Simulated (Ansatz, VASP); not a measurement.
## LiF in VASP and in Ansatz

File INCAR:

```
SYSTEM = LiF
PREC = Accurate
ENCUT = 520
EDIFF = 1E-6
ISMEAR = 0
SIGMA = 0.05
LREAL = .FALSE.
LASPH = .TRUE.
NELM = 80
ALGO = Normal
ISIF = 2
LWAVE = .FALSE.
LCHARG = .TRUE.
GGA = CA
LELF = .TRUE.
LVHAR = .TRUE.
NBANDS = 18
```

Contents of KPOINTS:

```
regular mesh
0
G
  9 9 6
  0 0 0
```

POSCAR

```
LiF
1.0
    3.1154738578      0.0000000000      0.0000000000
   -1.5577369289      2.6980795057      0.0000000000
    0.0000000000      0.0000000000      4.4071493192
Li F
2 2
Direct
    0.3333333333      0.6666666667      0.4307693551
    0.6666666667      0.3333333333      0.9307693551
    0.3333333333      0.6666666667      0.9910195924
    0.6666666667      0.3333333333      0.4910195924
```

Input for Ansatz:

```yaml
crystal:
  lattice:
    - [3.1154738578, 0.0, 0.0]
    - [-1.5577369289, 2.6980795057, 0.0]
    - [0.0, 0.0, 4.4071493192]
  atoms:
    - { symbol: Li, position: [0.3333333333, 0.6666666667, 0.4307693551] }
    - { symbol: Li, position: [0.6666666667, 0.3333333333, 0.9307693551] }
    - { symbol: F, position: [0.3333333333, 0.6666666667, 0.9910195924] }
    - { symbol: F, position: [0.6666666667, 0.3333333333, 0.4910195924] }
basis:
  ecutwfc: 520.0
kpoints:
  mp_grid: { grid: [9, 9, 6] }
hamiltonian:
  xc: lda
scf:
  occupations: { method: gaussian, width: 0.05 }
output:
  forces: true
  stress: true
  eigenvalues: true
  write_density: true
  write_potential: true
  elf: true
  volumetric_format: npy
```

Alike in both runs: task single point; functional LDA; k mesh 9 × 9 × 6; occupations gaussian, width 0.05 eV; no spin polarisation.

|  | VASP | Ansatz |
| --- | --- | --- |
| version | VASP 6.6.1 | Ansatz 0.2.0 |
| potentials or method | VASP PAW LDA potentials, release 64 (Li_sv, F), cutoff 520 eV | scalar-relativistic, plane waves, PAW |
| valence electrons in the cell | 20 | 20 |

VASP gave:

| Item | Value |
| --- | --- |
| gap on the k mesh at the Fermi level (eV) | 7.56 |
| least direct gap on the mesh (eV) | 7.56 |
| rms of the force components (eV/Å) | 0.067 |

Q: Which values does Ansatz return?

A: gap on the k mesh at the Fermi level (eV): 7.57; least direct gap on the mesh (eV): 7.57; rms of the force components (eV/Å): 0.069.

LDA's correlation is that of Perdew and Zunger in VASP and of Perdew and Wang (1992) in Ansatz. Atom by atom the forces differ by 0.002 eV/Å (rms over components).

Noted on VASP's run: the cutoff is short for stress, so the pressure is rough.
